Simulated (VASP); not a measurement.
A run of VASP 6.6.1 is set up as follows.

File INCAR:

```
SYSTEM = Ir
AGGAC = 1.0
AGGAX = 1.0
ALDAC = 0.0
ALDAX = 1.0
ALGO = Normal
EDIFF = 1E-6
ENCUT = 500
GGA = B5
GGA_COMPAT = .False.
ISIF = 2
ISMEAR = -1
LASPH = .True.
LCHARG = .False.
LREAL = .False.
LWAVE = .False.
NBANDS = 24
NELM = 120
PREC = Accurate
SIGMA = 0.05
```

Contents of KPOINTS:

```
k-points
0
Gamma
  11 11 6
  0 0 0
```

File POSCAR:

```
Ir
1.0
    2.7963987384      0.0000000000      0.0000000000
   -1.3981993692      2.4217523466      0.0000000000
    0.0000000000      0.0000000000      4.5287798474
Ir
2
Direct
    0.3333333333      0.6666666667      0.2500000000
    0.6666666667      0.3333333333      0.7500000000
```

Potentials or basis: VASP PAW PBE potentials, release 64 (Ir_sv_GW).

Launch:

```console
$ cat potpaw_PBE.64/Ir_sv_GW/POTCAR > POTCAR
$ mpirun -np 1 vasp_std > vasp.out
```

(1) Estimate the pressure.

(2) Predict the band gap on the k mesh.

## Answers

(1) -1.4 GPa.

(2) zero (band 17 reaches 12.89 eV, above the bottom of band 18 at 10.10 eV).

Caveat: the PAW data sets were made with another functional, which shifts forces and pressure a little; spin-orbit coupling is left out, which moves the levels of the heavy elements.
